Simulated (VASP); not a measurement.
Here is a VASP 6.6.1 calculation.

INCAR

```
  ALGO = Normal
  EDIFF = 1E-6
  ENCUT = 520
  GGA = PS
  ISIF = 2
  ISMEAR = 0
  LASPH = True
  LCHARG = False
  LREAL = False
  LWAVE = False
  NBANDS = 14
  NELM = 100
  PREC = Accurate
  SIGMA = 0.15
```

KPOINTS

```
k-points
0
Gamma
  20 20 20
```

File POSCAR:

```
VH
1.0
    0.0000000000      1.8655659010      1.9637535800
    1.8655659010      0.0000000000      1.9637535800
    1.8655659010      1.8655659010      0.0000000000
V H
1 1
Direct
    0.0000000000      0.0000000000      0.0000000000
    0.5000000000      0.5000000000      0.5000000000
```

Potentials or basis: VASP PAW PBE potentials, release 64 (V_sv, H).

Command:

```sh
$ cat potpaw_PBE.64/V_sv/POTCAR potpaw_PBE.64/H/POTCAR > POTCAR
$ mpirun -np 1 vasp_std > vasp.out
```

(1) What does it give for the band gap on the k mesh?

(2) Estimate the pressure.

## Answers

(1) zero (bands 7 and 8 overlap by 2.83 eV).

(2) 21.2 GPa.

Caveat: the cell differs from its parent crystal (strain -0.050 along x and y, +0.000 along z); the cell stands under pressure; the PAW data sets were made with another functional, which shifts forces and pressure a little.
